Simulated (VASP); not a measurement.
# CsPbBr3 (Pm-3m) in VASP: dielectric tensor with PBEsol

Aim: the dielectric tensor of CsPbBr3 with PBEsol.

All numbers are computed with VASP 6.6.1; they aren't measurements. Logs are shortened: lines on timing, memory, paths and dates and some standing lists are left out, and cuts for length are marked.

### 1 The cell of the first run

It takes space group Pm-3m (No. 221, cubic). The conventional cell has a = 5.870 Å, b = 5.870 Å, c = 5.870 Å, α = 90.00°, β = 90.00°, γ = 90.00°. Pb (site symmetry m-3m) has 6 Br at 2.94 Å within 3.9 Å. Within 5.4 Å of Cs (site symmetry m-3m) lie 12 Br at 4.15 Å and 8 Pb at 5.08 Å. Within 3.9 Å of Br (site symmetry 4/mmm) lie 2 Pb at 2.94 Å.

### 2 Dielectric tensor, PBEsol

INCAR reads:

```
SYSTEM = CsPbBr3
PREC = Accurate
ENCUT = 520
EDIFF = 1E-8
ISMEAR = 0
SIGMA = 0.01
LREAL = .False.
LASPH = .True.
NELM = 60
ALGO = Normal
ISIF = 2
LWAVE = .False.
LCHARG = .False.
GGA = PS
LEPSILON = .True.
```

KPOINTS reads:

```
Automatic mesh
0
Gamma
  4 4 4
  0 0 0
```

POSCAR reads:

```
CsPbBr3
1.0
    5.8700000000      0.0000000000      0.0000000000
    0.0000000000      5.8700000000      0.0000000000
    0.0000000000      0.0000000000      5.8700000000
Pb Cs Br
1 1 3
Direct
    0.5000000000      0.5000000000      0.5000000000
    0.0000000000      0.0000000000      0.0000000000
    0.5000000000      0.5000000000      0.0000000000
    0.5000000000      0.0000000000      0.5000000000
    0.0000000000      0.5000000000      0.5000000000
```

Potentials or basis: VASP PAW PBE potentials, release 64 (Pb_d, Cs_sv, Br).

On the command line:

```sh
> cat potpaw_PBE.64/Pb_d/POTCAR potpaw_PBE.64/Cs_sv/POTCAR potpaw_PBE.64/Br/POTCAR > POTCAR
> mpirun -np 1 vasp_std > vasp.out
```

OUTCAR:

```text
SYSTEM = CsPbBr3
   PREC = Accurate
   ENCUT = 520
   EDIFF = 1E-8
   ISMEAR = 0
   LREAL = .False.
   LASPH = .True.
   NELM = 60
   ISIF = 2
   GGA = PS
   LEPSILON = .True.

 ion  position               nearest neighbor table
   1  0.500  0.500  0.500-   3 2.94   4 2.94   5 2.94   3 2.94   4 2.94   5 2.94
   2  0.000  0.000  0.000-
   3  0.500  0.500  0.000-   1 2.94   1 2.94
   4  0.500  0.000  0.500-   1 2.94   1 2.94
   5  0.000  0.500  0.500-   1 2.94   1 2.94

  LATTYP: Found a simple cubic cell.
 ALAT       =     5.8700000000

  Lattice vectors:

 A1 = (   5.8700000000,   0.0000000000,   0.0000000000)
 A2 = (   0.0000000000,   5.8700000000,   0.0000000000)
 A3 = (   0.0000000000,   0.0000000000,   5.8700000000)

Analysis of symmetry for initial positions (statically):
=====================================================================
 Subroutine PRICEL returns:
 Original cell was already a primitive cell.

 Routine SETGRP: Setting up the symmetry group for a
 simple cubic supercell.

 Subroutine GETGRP returns: Found 48 space group operations
 (whereof 48 operations were pure point group operations)
 out of a pool of 48 trial point group operations.

The static configuration has the point symmetry O_h .

Analysis of symmetry for dynamics (positions and initial velocities):
=====================================================================
 Subroutine PRICEL returns:
 Original cell was already a primitive cell.

 Routine SETGRP: Setting up the symmetry group for a
 simple cubic supercell.

 Subroutine GETGRP returns: Found 48 space group operations
 (whereof 48 operations were pure point group operations)
 out of a pool of 48 trial point group operations.

The dynamic configuration has the point symmetry O_h .

 Subroutine INISYM returns: Found 48 space group operations
 (whereof 48 operations are pure point group operations),
 and found     1 'primitive' translations

----------------------------------------------------------------------------------------

                                     Primitive cell

  volume of cell :     202.2620

  direct lattice vectors                    reciprocal lattice vectors
     5.870000000  0.000000000  0.000000000     0.170357751  0.000000000  0.000000000
     0.000000000  5.870000000  0.000000000     0.000000000  0.170357751  0.000000000
     0.000000000  0.000000000  5.870000000     0.000000000  0.000000000  0.170357751

  length of vectors
     5.870000000  5.870000000  5.870000000     0.170357751  0.170357751  0.170357751

  position of ions in fractional coordinates (direct lattice)
     0.500000000  0.500000000  0.500000000
     0.000000000  0.000000000  0.000000000
     0.500000000  0.500000000  0.000000000
     0.500000000  0.000000000  0.500000000
     0.000000000  0.500000000  0.500000000

  ion indices of the primitive-cell ions
   primitive index   ion index
                 1           1
                 2           2
                 3           3
                 4           4
                 5           5

----------------------------------------------------------------------------------------

 KPOINTS: Automatic mesh

Automatic generation of k-mesh.
 Grid dimensions read from file:
 generate k-points for:    4    4    4

 Generating k-lattice:

  Cartesian coordinates                     Fractional coordinates (reciprocal lattice)
     0.042589438  0.000000000  0.000000000     0.250000000  0.000000000  0.000000000
[... 70 lines left out ...]
   LHFCALC =     F    Hartree Fock is set to
   AEXX    =    0.0000 exact exchange contribution
   IVDW    =     0    specifies the selected vdW correction
   LEPSILON=     T    determine dielectric tensor
   LRPA    =     F    only Hartree local field effects (RPA)
 non-spin polarized calculation
 Gauss-broadening in eV      SIGMA  =   0.01
  energy-cutoff  :      520.00
  volume of cell :      202.26
 maximum number of plane-waves:      5520
 NGX is ok and might be reduce to    48
   NGX = 21   NGY = 21   NGZ = 21

--------------------------------------- Ionic step        1  -------------------------------------------

 number of electron      44.0000000 magnetization

 E-fermi :   1.2547     XC(G=0):  -7.8173

 val. band max:        1.2068997097   @ k =   0.5000   0.5000   0.5000
 cond. band min:       2.6273191625   @ k =   0.5000   0.5000   0.5000
 fundamental gap:      1.4204194529
 Fermi energy:         1.2546655195

 k-point     1 :       0.0000    0.0000    0.0000
  band No.  band energies     occupation
      1     -20.2447      2.00000
      2     -15.6320      2.00000
      3     -15.6320      2.00000
      4     -15.4616      2.00000
      5     -15.4616      2.00000
      6     -15.4616      2.00000
[... 279 lines left out ...]
     25       2.6273      0.00000
     26       5.5935      0.00000

  FORCE on cell =-STRESS in cart. coord.  units (eV):
  Direction    XX          YY          ZZ          XY          YZ          ZX
  --------------------------------------------------------------------------------------
  -------------------------------------------------------------------------------------
  Total        0.1649824      0.1649824      0.1649824     -0.0000000     -0.0000000      0.0000000
  in kB        1.3068743      1.3068743      1.3068743     -0.0000000     -0.0000000      0.0000000
  external PRESSURE =       1.3068743 kB  Pullay stress =       0.0000000 kB

 VOLUME and BASIS-vectors are now :
 -----------------------------------------------------------------------------
  energy-cutoff  :      520.00
  volume of cell :      202.26
      direct lattice vectors                 reciprocal lattice vectors
     5.870000000  0.000000000  0.000000000     0.170357751  0.000000000  0.000000000
     0.000000000  5.870000000  0.000000000     0.000000000  0.170357751  0.000000000
     0.000000000  0.000000000  5.870000000     0.000000000  0.000000000  0.170357751

 POSITION                                       TOTAL-FORCE (eV/Angst)
 -----------------------------------------------------------------------------------
      2.93500      2.93500      2.93500         0.000000      0.000000      0.000000
      0.00000      0.00000      0.00000         0.000000      0.000000      0.000000
      2.93500      2.93500      0.00000         0.000000      0.000000      0.000000
      2.93500      0.00000      2.93500         0.000000      0.000000      0.000000
      0.00000      2.93500      2.93500         0.000000      0.000000      0.000000
 -----------------------------------------------------------------------------------
    total drift:                                0.000000     -0.000000     -0.000000

  FREE ENERGIE OF THE ION-ELECTRON SYSTEM (eV)
  ---------------------------------------------------
  free  energy   TOTEN  =       -16.7738711308 eV

  energy  without entropy=      -16.7738711308  energy(sigma->0) =      -16.77387113

 HEAD OF MICROSCOPIC STATIC DIELECTRIC TENSOR (INDEPENDENT PARTICLE, excluding Hartree and local field effects)
 ------------------------------------------------------
           6.887348     0.000000     0.000000
          -0.000000     6.887348     0.000000
          -0.000000    -0.000000     6.887348
 ------------------------------------------------------

 Free energy of the ion-electron system (eV)
  ---------------------------------------------------
  ---------------------------------------------------
  free energy    TOTEN  =        -3.28509839 eV

  energy without entropy =       -3.28509839

------------------------ aborting loop because EDIFF is reached ----------------------------------------

--------------------------------------- Ionic step        2  -------------------------------------------

------------------------ aborting loop because EDIFF is reached ----------------------------------------

--------------------------------------- Ionic step        3  -------------------------------------------

 Free energy of the ion-electron system (eV)
  ---------------------------------------------------
  ---------------------------------------------------
  free energy    TOTEN  =        -3.28509715 eV

  energy without entropy =       -3.28509715

------------------------ aborting loop because EDIFF is reached ----------------------------------------

 PIEZOELECTRIC TENSOR FIELD DIRECTION 3  (e Angst)
 -----------------------------------------------------------------------------
    -0.00127  0.00000  0.00000           (  0.00001  0.00000  0.00000)
     0.00000 -0.00127 -0.00000           (  0.00000  0.00001 -0.00000)
     0.00000  0.00000  0.00391           (  0.00000 -0.00000  0.00003)

 PIEZOELECTRIC TENSOR FIELD DIRECTION 3  (C/m^2)
 -----------------------------------------------------------------------------
    -0.00010  0.00000  0.00000
     0.00000 -0.00010 -0.00000
     0.00000  0.00000  0.00031

 MACROSCOPIC STATIC DIELECTRIC TENSOR (including local field effects in DFT)
 ------------------------------------------------------
           6.476883     0.000000     0.000000
           0.000000     6.476883    -0.000000
           0.000000     0.000000     6.476883
 ------------------------------------------------------

 PIEZOELECTRIC TENSOR (including local field effects)  for field in x, y, z        (e  Angst)
          XX          YY          ZZ          XY          YZ          ZX
  --------------------------------------------------------------------------------
  x     0.00000     0.00000     0.00000     0.00000     0.00000     0.00000
  y     0.00000     0.00000     0.00000     0.00000     0.00000     0.00000
  z     0.00000     0.00000     0.00000     0.00000     0.00000     0.00000

 PIEZOELECTRIC TENSOR (including local field effects)  for field in x, y, z        (C/m^2)
          XX          YY          ZZ          XY          YZ          ZX
  --------------------------------------------------------------------------------
  x     0.00000     0.00000     0.00000     0.00000     0.00000     0.00000
  y     0.00000     0.00000     0.00000     0.00000     0.00000     0.00000
  z     0.00000     0.00000     0.00000     0.00000     0.00000     0.00000

 BORN EFFECTIVE CHARGES (including local field effects) (in |e|, cummulative output)
 ---------------------------------------------------------------------------------
 ion    1
    1     4.46765    -0.00000     0.00000
    2     0.00000     4.46765     0.00000
    3     0.00000     0.00000     4.46765
 ion    2
    1     1.52810    -0.00000    -0.00000
    2    -0.00000     1.52810     0.00000
    3     0.00000    -0.00000     1.52810
 ion    3
    1    -0.32368     0.00000    -0.00000
    2     0.00000    -0.32368     0.00000
    3     0.00000     0.00000    -5.34839
 ion    4
    1    -0.32368    -0.00000    -0.00000
    2    -0.00000    -5.34839    -0.00000
    3     0.00000    -0.00000    -0.32368
 ion    5
    1    -5.34839    -0.00000    -0.00000
    2    -0.00000    -0.32368     0.00000
    3    -0.00000     0.00000    -0.32368
```

It took 23 min on 1 thread of Intel Xeon 8259CL, shared host; peak memory 0.55 GiB.

Results:

```yaml
Band_gap_on_the_k_mesh: 1.42 eV
Electronic_dielectric_tensor_diagonal: 6.48
Born_charges_mean_of_the_diagonal: Pb +4.47; Cs +1.53; Br -2.00 e
```

Electronic dielectric tensor:
```
6.48 0.00 0.00
0.00 6.48 0.00
0.00 0.00 6.48
```

Born effective charge tensors (e):
atom 1, Pb
```
4.47 0.00 0.00
0.00 4.47 0.00
0.00 0.00 4.47
```
atom 2, Cs
```
1.53 0.00 0.00
0.00 1.53 0.00
0.00 0.00 1.53
```
atom 3, Br
```
-0.32  0.00  0.00
 0.00 -0.32  0.00
 0.00  0.00 -5.35
```
atom 4, Br
```
-0.32  0.00  0.00
 0.00 -5.35  0.00
 0.00  0.00 -0.32
```
atom 5, Br
```
-5.35  0.00  0.00
 0.00 -0.32  0.00
 0.00  0.00 -0.32
```

Caveat: the PAW data sets were made with another functional, which shifts forces and pressure a little; spin-orbit coupling is left out, which moves the levels of the heavy elements.
